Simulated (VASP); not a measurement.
# B2P3: single point with PBE

The system is B2P3.

```xyz
5
Lattice="4.0067 0.0000 0.0000 0.0000 4.0067 0.0000 0.0000 0.0000 4.0067" Properties=species:S:1:pos:R:3 pbc="T T T"
B     2.0033    2.0033    2.0033
B     0.0000    0.0000    0.0000
P     2.0033    0.0000    0.0000
P     0.0000    2.0033    0.0000
P     0.0000    0.0000    2.0033
```

| Property | Result |
| --- | --- |
| Program | VASP 6.6.1 |
| Task | single point |
| Functional | PBE |
| Potentials or basis | VASP PAW PBE potentials, release 64 (B, P) |
| Cutoff | 520 eV |
| k mesh | 10 × 10 × 10 |
| Occupations | gaussian, width 0.1 eV |
| Spin | no spin polarisation |

```json
{"Pressure": "-0.2 GPa"}
```

Levels at points of the mesh, in eV from the Fermi level:
```tsv
k point	band 9	band 10	band 11	band 12	band 13	band 14
(0.00, 0.00, 0.00)	-0.58	-0.58	0.65	0.65	0.65	1.22
(0.50, 0.00, 0.00)	-3.03	-1.55	1.00	1.00	1.39	1.72
(0.50, 0.50, 0.00)	-1.86	-1.86	-0.91	0.19	2.12	2.17
(0.50, 0.50, 0.50)	2.41	2.41	3.10	3.10	3.10	4.28
```

Run time: 64 s on 1 thread of AMD EPYC 7R43 64-Core Processor (Zen 3), with other jobs on the host, peak memory 0.16 GiB.
